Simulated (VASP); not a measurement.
# MgO (P-4m2) in VASP: further runs

Runs on MgO. Level: LDA. Tasks: single point.

Everything below comes from runs of VASP 6.6.1. Logs are shortened: lines on timing, memory, paths and dates and some standing lists are left out, and cuts for length are marked.

## Step 1: The cell of the first run

Symmetry: P-4m2, No. 115, tetragonal system. Conventional cell: a = 5.523 Å, b = 5.523 Å, c = 5.523 Å, α = 90.00°, β = 90.00°, γ = 90.00°. Mg (site symmetry m) has 4 O at 1.93 to 1.97 Å within 2.6 Å. Mg (site symmetry -4m2) has 4 O at 1.86 Å within 2.5 Å. Mg (site symmetry -4m2) has 4 O at 2.05 Å within 2.7 Å. Within 2.5 Å of O (site symmetry m) lie 4 Mg at 1.86 to 2.05 Å. Within 2.6 Å of O (site symmetry -4m2) lie 4 Mg at 1.97 Å. O (site symmetry -4m2) has 4 Mg at 1.93 Å within 2.6 Å.

## Step 2: Single point, LDA (mode 14 frozen in at -0.029 Å and mode 24 at +0.115 Å (largest displacements))

INCAR reads:

```
SYSTEM = MgO
PREC = Accurate ; ENCUT = 520
EDIFF = 1E-6 ; ISMEAR = 0
SIGMA = 0.05 ; LREAL = .FALSE.
LASPH = .TRUE. ; NELM = 100
ALGO = Normal ; ISIF = 2
LWAVE = .FALSE. ; LCHARG = .FALSE.
GGA = CA ; NBANDS = 36
```

KPOINTS reads:

```
Automatic mesh
0
G
  4 4 4
  0 0 0
```

POSCAR reads:

```
MgO
1.0
    5.5230736673      0.0000000000      0.0000000000
    0.0000000000      5.5230736673      0.0000000000
    0.0000000000      0.0000000000      5.5230736673
Mg O
6 6
Direct
    0.2500000000      0.0054680047      0.5000000000
    0.0000000000      0.4945319953      0.2500000000
    0.5000000000      0.7500000000      0.0000000000
    0.7500000000      0.0054680047      0.5000000000
    0.0000000000      0.4945319953      0.7500000000
    0.5000000000      0.2500000000      0.0000000000
    0.2500000000      0.5249150480      0.0000000000
    0.5000000000     -0.0249150480      0.2500000000
    0.0000000000      0.7500000000      0.5000000000
    0.7500000000      0.5249150480      0.0000000000
    0.5000000000     -0.0249150480      0.7500000000
    0.0000000000      0.2500000000      0.5000000000
```

Potentials or basis: VASP PAW LDA potentials, release 64 (Mg, O).

Command:

```sh
$ cat potpaw_LDA.64/Mg/POTCAR potpaw_LDA.64/O/POTCAR > POTCAR
$ mpirun -np 1 vasp_std > vasp.out
```

OUTCAR:

```text
SYSTEM = MgO
   PREC = Accurate
   ENCUT = 520
   EDIFF = 1E-6
   ISMEAR = 0
   LREAL = .FALSE.
   LASPH = .TRUE.
   NELM = 100
   ISIF = 2
   GGA = CA

 ion  position               nearest neighbor table
   1  0.250  0.005  0.500-  12 1.93  11 1.96   8 1.96   9 1.97   4 2.76   4 2.76   5 3.33   2 3.33
                             6 3.37   6 3.37   3 3.39   3 3.39   5 3.43   2 3.43
   2  0.000  0.495  0.250-  12 1.93  10 1.96   7 1.96   9 1.97   5 2.76   5 2.76   1 3.33   4 3.33
                             6 3.37   6 3.37   3 3.39   3 3.39   1 3.43   4 3.43
   3  0.500  0.750  0.000-   7 1.86   8 1.86  10 1.86  11 1.86   6 2.76   6 2.76   2 3.39   5 3.39
                             2 3.39   5 3.39   4 3.39   1 3.39   4 3.39   1 3.39
   4  0.750  0.005  0.500-  12 1.93  11 1.96   8 1.96   9 1.97   1 2.76   1 2.76   5 3.33   2 3.33
                             6 3.37   6 3.37   3 3.39   3 3.39   5 3.43   2 3.43
   5  0.000  0.495  0.750-  12 1.93  10 1.96   7 1.96   9 1.97   2 2.76   2 2.76   4 3.33   1 3.33
                             6 3.37   6 3.37   3 3.39   3 3.39   1 3.43   4 3.43
   6  0.500  0.250  0.000-   7 2.05   8 2.05  10 2.05  11 2.05   3 2.76   3 2.76   5 3.37   2 3.37
                             2 3.37   5 3.37   4 3.37   4 3.37   1 3.37   1 3.37
   7  0.250  0.525  0.000-   3 1.86   2 1.96   5 1.96   6 2.05
   8  0.500  0.975  0.250-   3 1.86   1 1.96   4 1.96   6 2.05
   9  0.000  0.750  0.500-   1 1.97   2 1.97   4 1.97   5 1.97
  10  0.750  0.525  0.000-   3 1.86   2 1.96   5 1.96   6 2.05
  11  0.500  0.975  0.750-   3 1.86   1 1.96   4 1.96   6 2.05
  12  0.000  0.250  0.500-   1 1.93   2 1.93   4 1.93   5 1.93

  LATTYP: Found a simple cubic cell.
 ALAT       =     5.5230736673

  Lattice vectors:

 A1 = (   5.5230736673,   0.0000000000,   0.0000000000)
 A2 = (   0.0000000000,   5.5230736673,   0.0000000000)
 A3 = (   0.0000000000,   0.0000000000,   5.5230736673)

Analysis of symmetry for initial positions (statically):
=====================================================================
 Subroutine PRICEL returns:
 Original cell was already a primitive cell.

 Routine SETGRP: Setting up the symmetry group for a
 simple cubic supercell.

 Subroutine GETGRP returns: Found  8 space group operations
 (whereof  4 operations were pure point group operations)
 out of a pool of 48 trial point group operations.

The static configuration has the point symmetry C_2v.
 The point group associated with its full space group is D_2d.

Analysis of symmetry for dynamics (positions and initial velocities):
=====================================================================
 Subroutine PRICEL returns:
 Original cell was already a primitive cell.

 Routine SETGRP: Setting up the symmetry group for a
 simple cubic supercell.

 Subroutine GETGRP returns: Found  8 space group operations
 (whereof  4 operations were pure point group operations)
 out of a pool of 48 trial point group operations.

The dynamic configuration has the point symmetry C_2v.
 The point group associated with its full space group is D_2d.

 Subroutine INISYM returns: Found  8 space group operations
 (whereof  4 operations are pure point group operations),
 and found     1 'primitive' translations

----------------------------------------------------------------------------------------

                                     Primitive cell

  volume of cell :     168.4777

  direct lattice vectors                    reciprocal lattice vectors
     5.523073667  0.000000000  0.000000000     0.181058603  0.000000000  0.000000000
     0.000000000  5.523073667  0.000000000     0.000000000  0.181058603  0.000000000
     0.000000000  0.000000000  5.523073667     0.000000000  0.000000000  0.181058603

  length of vectors
     5.523073667  5.523073667  5.523073667     0.181058603  0.181058603  0.181058603

  position of ions in fractional coordinates (direct lattice)
     0.250000000  0.005468005  0.500000000
     0.000000000  0.494531995  0.250000000
     0.500000000  0.750000000  0.000000000
     0.750000000  0.005468005  0.500000000
     0.000000000  0.494531995  0.750000000
     0.500000000  0.250000000  0.000000000
     0.250000000  0.524915048  0.000000000
     0.500000000  0.975084952  0.250000000
     0.000000000  0.750000000  0.500000000
     0.750000000  0.524915048  0.000000000
     0.500000000  0.975084952  0.750000000
     0.000000000  0.250000000  0.500000000

[... 26 lines left out ...]
     0.045264651  0.000000000  0.000000000     0.250000000  0.000000000  0.000000000
     0.000000000  0.045264651  0.000000000     0.000000000  0.250000000  0.000000000
     0.000000000  0.000000000  0.045264651     0.000000000  0.000000000  0.250000000

  Length of vectors
     0.045264651  0.045264651  0.045264651

  Shift w.r.t. Gamma in fractional coordinates (k-lattice)
     0.000000000  0.000000000  0.000000000

 Subroutine IBZKPT returns following result:
 ===========================================

 Found     18 irreducible k-points:

 Following reciprocal coordinates:
            Coordinates               Weight
  0.000000  0.000000  0.000000      1.000000
  0.250000  0.000000  0.000000      4.000000
  0.000000  0.250000  0.000000      2.000000
  0.500000  0.000000  0.000000      2.000000
  0.000000  0.500000  0.000000      1.000000
  0.250000  0.250000  0.000000      8.000000
[... 10 lines left out ...]
  0.500000  0.250000  0.500000      2.000000
  0.500000  0.500000  0.500000      1.000000
   k-points           NKPTS =     18   k-points in BZ     NKDIM =     18   number of bands    NBANDS=     36
   number of dos      NEDOS =    301   number of ions     NIONS =     12
   total plane-waves  NPLWV =  74088
   dimension x,y,z NGX =    42 NGY =   42 NGZ =   42
   dimension x,y,z NGXF=    84 NGYF=   84 NGZF=   84
   ions per type =               6   6
   NGX,Y,Z   is equivalent  to a cutoff of  12.64, 12.64, 12.64 a.u.
   NGXF,Y,Z  is equivalent  to a cutoff of  25.28, 25.28, 25.28 a.u.
 SYSTEM =  MgO
   PREC   = accura    normal or accurate (medium, high low for compatibility)
   ISTART =      0    job   : 0-new  1-cont  2-samecut
   ICHARG =      2    charge: 1-file 2-atom 10-const
   ISPIN  =      1    spin polarized calculation?
   LNONCOLLINEAR =      F non collinear calculations
   LSORBIT =      F    spin-orbit coupling
   LASPH  =      T    aspherical Exc in radial PAW
   ENCUT  =  520.0 eV  38.22 Ry    6.18 a.u.  10.27 10.27 10.27*2*pi/ulx,y,z
   NELM   =    100;   NELMIN=  2; NELMDL= -5     # of ELM steps
   EDIFF  = 0.1E-05   stopping-criterion for ELM
   LREAL  =      F    real-space projection
   EDIFFG = 0.1E-04   stopping-criterion for IOM
   NSW    =      0    number of steps for IOM
   IBRION =     -1    ionic relax: 0-MD 1-quasi-New 2-CG
   NFREE  =      0    steps in history (QN), initial steepest desc. (CG)
   ISIF   =      2    stress and relaxation
   ISYM   =      2    0-nonsym 1-usesym 2-fastsym
   POTIM  = 0.5000    time-step for ionic-motion
   TEBEG  =    0.0;   TEEND  =   0.0 temperature during run
   PSTRESS=    0.0 pullay stress
   NELECT =      48.0000    total number of electrons
   NUPDOWN=      -1.0000    fix difference up-down
   EMIN   =  10.00;   EMAX   =-10.00  energy-range for DOS
   EFERMI =   0.00;   METHOD = LEGACY
   ISMEAR =     0;   SIGMA  =   0.05  broadening in eV -4-tet -1-fermi 0-gaus
   EFERMI_NEDOS =   21; number of points for ismear=-14 and -15
   IALGO  =     38    algorithm
   IMIX   =      4    mixing-type and parameters
     AMIX     =   0.40;   BMIX     =  1.00
     AMIX_MAG =   1.60;   BMIX_MAG =  1.00
  volume/ion in A,a.u.               =      14.04        94.75
  Fermi-wavevector in a.u.,A,eV,Ry     =   1.077228  2.035666 15.788483  1.160421
  Thomas-Fermi vector in A             =   2.213134
   LORBIT       =      0    0 simple, 1 ext, 2 COOP (PROOUT), +10 PAW based schemes
   GGA     = CA    functional components
   LHFCALC =     F    Hartree Fock is set to
   AEXX    =    0.0000 exact exchange contribution
   IVDW    =     0    specifies the selected vdW correction
   LEPSILON=     F    determine dielectric tensor
   LRPA    =     F    only Hartree local field effects (RPA)
 non-spin polarized calculation
 Gauss-broadening in eV      SIGMA  =   0.05
  energy-cutoff  :      520.00
  volume of cell :      168.48
 maximum number of plane-waves:      4632
 NGX is ok and might be reduce to    42
   NGX = 21   NGY = 21   NGZ = 21

 number of electron      47.9999985 magnetization

 Free energy of the ion-electron system (eV)
  ---------------------------------------------------
  ext. energy  EPLUGINS =         0.00000000
  ---------------------------------------------------
  free energy    TOTEN  =       -76.80889413 eV

  energy without entropy =      -76.80889413  energy(sigma->0) =      -76.80889413

 E-fermi :   0.0887     XC(G=0):  -9.1965

 val. band max:       -0.1685290172   @ k =   0.0000   0.0000   0.0000
 cond. band min:       2.5300507748   @ k =   0.0000   0.0000   0.0000
 fundamental gap:      2.6985797920
 Fermi energy:         0.0887157912

 k-point     1 :       0.0000    0.0000    0.0000
  band No.  band energies     occupation
      1     -16.2238      2.00000
      2     -15.8104      2.00000
      3     -15.6137      2.00000
      4     -15.1397      2.00000
      5     -15.1397      2.00000
      6     -14.9439      2.00000
[... 691 lines left out ...]
     35      11.6553      0.00000
     36      11.6708      0.00000

------------------------ aborting loop because EDIFF is reached ----------------------------------------

  FORCE on cell =-STRESS in cart. coord.  units (eV):
  Direction    XX          YY          ZZ          XY          YZ          ZX
  --------------------------------------------------------------------------------------
  -------------------------------------------------------------------------------------
  Total        0.1216086     -0.5290491      0.1216086      0.0000000      0.0000000      0.0000000
  in kB        1.1564650     -5.0311132      1.1564650      0.0000000      0.0000000      0.0000000
  external PRESSURE =      -0.9060611 kB  Pullay stress =       0.0000000 kB

 VOLUME and BASIS-vectors are now :
 -----------------------------------------------------------------------------
  energy-cutoff  :      520.00
  volume of cell :      168.48
      direct lattice vectors                 reciprocal lattice vectors
     5.523073667  0.000000000  0.000000000     0.181058603  0.000000000  0.000000000
     0.000000000  5.523073667  0.000000000     0.000000000  0.181058603  0.000000000
     0.000000000  0.000000000  5.523073667     0.000000000  0.000000000  0.181058603

 POSITION                                       TOTAL-FORCE (eV/Angst)
 -----------------------------------------------------------------------------------
      1.38077      0.03020      2.76154         0.062898     -1.045985      0.000000
      0.00000      2.73134      1.38077         0.000000      1.045985     -0.062898
      2.76154      4.14231      0.00000         0.000000     -0.000000      0.000000
      4.14231      0.03020      2.76154        -0.062898     -1.045985      0.000000
      0.00000      2.73134      4.14231         0.000000      1.045985      0.062898
      2.76154      1.38077      0.00000         0.000000     -0.000000      0.000000
      1.38077      2.89914      0.00000        -0.425470     -2.022390      0.000000
      2.76154      5.38547      1.38077         0.000000      2.022390      0.425470
      0.00000      4.14231      2.76154         0.000000     -0.000000      0.000000
      4.14231      2.89914      0.00000         0.425470     -2.022390      0.000000
      2.76154      5.38547      4.14231         0.000000      2.022390     -0.425470
      0.00000      1.38077      2.76154         0.000000     -0.000000      0.000000
 -----------------------------------------------------------------------------------
    total drift:                                0.000000      0.000000      0.000000

  FREE ENERGIE OF THE ION-ELECTRON SYSTEM (eV)
  ---------------------------------------------------
  free  energy   TOTEN  =       -76.8088941325 eV

  energy  without entropy=      -76.8088941325  energy(sigma->0) =      -76.80889413
```

It took 69 s on 1 thread of Intel Xeon Platinum 8559C (Emerald Rapids), shared host; peak memory 0.25 GiB.

What came out:

```yaml
Free_energy: -76.8089 eV
Pressure: -0.1 GPa
Largest_force: 2.067 eV/Å
Band_gap_on_the_k_mesh: 2.70 eV, direct
```

Forces in eV/Å, atoms in the order of the input:
```
Mg   0.063 -1.046  0.000
Mg   0.000  1.046 -0.063
Mg   0.000  0.000  0.000
Mg  -0.063 -1.046  0.000
Mg   0.000  1.046  0.063
Mg   0.000  0.000  0.000
O   -0.425 -2.022  0.000
O    0.000  2.022  0.425
O    0.000  0.000  0.000
O    0.425 -2.022  0.000
O    0.000  2.022 -0.425
O    0.000  0.000  0.000
```

Levels at points of the mesh, in eV from the valence-band top:
| k point | band 21 | band 22 | band 23 | band 24 | band 25 | band 26 | band 27 | band 28 |
| --- | --- | --- | --- | --- | --- | --- | --- | --- |
| (0.00, 0.00, 0.00) | -0.58 | -0.02 | 0.00 | 0.00 | 2.70 | 5.67 | 7.69 | 7.69 |
| (0.50, 0.00, 0.00) | -0.62 | -0.44 | -0.02 | -0.01 | 4.55 | 4.58 | 7.46 | 7.51 |
| (0.00, 0.50, 0.00) | -0.53 | -0.53 | 0.00 | 0.00 | 4.35 | 4.95 | 7.20 | 7.59 |
| (0.50, 0.50, 0.00) | -0.69 | -0.65 | -0.34 | 0.00 | 5.05 | 5.47 | 6.29 | 6.79 |
| (0.50, 0.00, 0.50) | -0.53 | -0.47 | -0.47 | -0.01 | 5.48 | 5.50 | 5.50 | 6.53 |
| (0.50, 0.50, 0.50) | -0.86 | -0.86 | -0.62 | -0.62 | 5.90 | 5.90 | 6.66 | 6.85 |

Caveat: the cell differs from its parent crystal (mode 14 frozen in at -0.029 Å and mode 24 at +0.115 Å (largest displacements)); forces of over 1 eV/Å act on the atoms, so gaps and moduli don't describe the material at rest.

## Step 3: Single point, LDA (mode 14 frozen in at -0.043 Å and mode 24 at +0.115 Å (largest displacements))

INCAR reads:

```
SYSTEM = MgO
PREC = Accurate ; ENCUT = 520
EDIFF = 1E-6 ; ISMEAR = 0
SIGMA = 0.05 ; LREAL = .False.
LASPH = .True. ; NELM = 60
ALGO = Normal ; ISIF = 2
LWAVE = .False. ; LCHARG = .False.
GGA = CA ; NBANDS = 36
```

KPOINTS reads:

```
Automatic mesh
0
Gamma
  4 4 4
  0 0 0
```

POSCAR reads:

```
MgO
1.0
    5.5230736673      0.0000000000      0.0000000000
    0.0000000000      5.5230736673      0.0000000000
    0.0000000000      0.0000000000      5.5230736673
Mg O
6 6
Direct
    0.2500000000      0.0028607608      0.5000000000
    0.0000000000      0.4971392392      0.2500000000
    0.5000000000      0.7500000000      0.0000000000
    0.7500000000      0.0028607608      0.5000000000
    0.0000000000      0.4971392392      0.7500000000
    0.5000000000      0.2500000000      0.0000000000
    0.2500000000      0.5269435965      0.0000000000
    0.5000000000     -0.0269435965      0.2500000000
    0.0000000000      0.7500000000      0.5000000000
    0.7500000000      0.5269435965      0.0000000000
    0.5000000000     -0.0269435965      0.7500000000
    0.0000000000      0.2500000000      0.5000000000
```

Potentials or basis: VASP PAW LDA potentials, release 64 (Mg, O).

Command:

```sh
$ cat potpaw_LDA.64/Mg/POTCAR potpaw_LDA.64/O/POTCAR > POTCAR
$ mpirun -np 1 vasp_std > vasp.out
```

Wall time 1.8 min (1 thread of Intel Xeon 6975P-C, shared host); peak memory 0.25 GiB.

It converged, with:

* Free energy: -76.7711 eV
* Pressure: 0.0 GPa
* Largest force: 2.175 eV/Å
* Band gap on the k mesh: 2.70 eV, direct

Forces in eV/Å, atoms in the order of the input:
```
Mg   0.049 -0.863  0.000
Mg   0.000  0.863 -0.049
Mg   0.000  0.000  0.000
Mg  -0.049 -0.863  0.000
Mg   0.000  0.863  0.049
Mg   0.000  0.000  0.000
O   -0.485 -2.121  0.000
O    0.000  2.121  0.485
O    0.000  0.000  0.000
O    0.485 -2.121  0.000
O    0.000  2.121 -0.485
O    0.000  0.000  0.000
```

Stress tensor (GPa, compression positive):
```
 0.22  0.00  0.00
 0.00 -0.39  0.00
 0.00  0.00  0.22
```

Levels at points of the mesh, in eV from the valence-band top:
```csv
k point,band 21,band 22,band 23,band 24,band 25,band 26,band 27,band 28
"(0.00, 0.00, 0.00)",-0.63,-0.04,0.00,0.00,2.70,5.68,7.68,7.68
"(0.50, 0.00, 0.00)",-0.65,-0.49,-0.03,-0.01,4.55,4.57,7.45,7.51
"(0.00, 0.50, 0.00)",-0.56,-0.56,0.00,0.00,4.36,4.94,7.22,7.59
"(0.50, 0.50, 0.00)",-0.70,-0.64,-0.38,0.00,5.05,5.48,6.30,6.76
"(0.50, 0.00, 0.50)",-0.53,-0.52,-0.52,-0.03,5.47,5.51,5.51,6.53
"(0.50, 0.50, 0.50)",-0.85,-0.85,-0.68,-0.68,5.90,5.90,6.63,6.86
```

Caveat: the cell differs from its parent crystal (mode 14 frozen in at -0.043 Å and mode 24 at +0.115 Å (largest displacements)); forces of over 1 eV/Å act on the atoms, so gaps and moduli don't describe the material at rest.

(Part 1 of 2 ends here.)
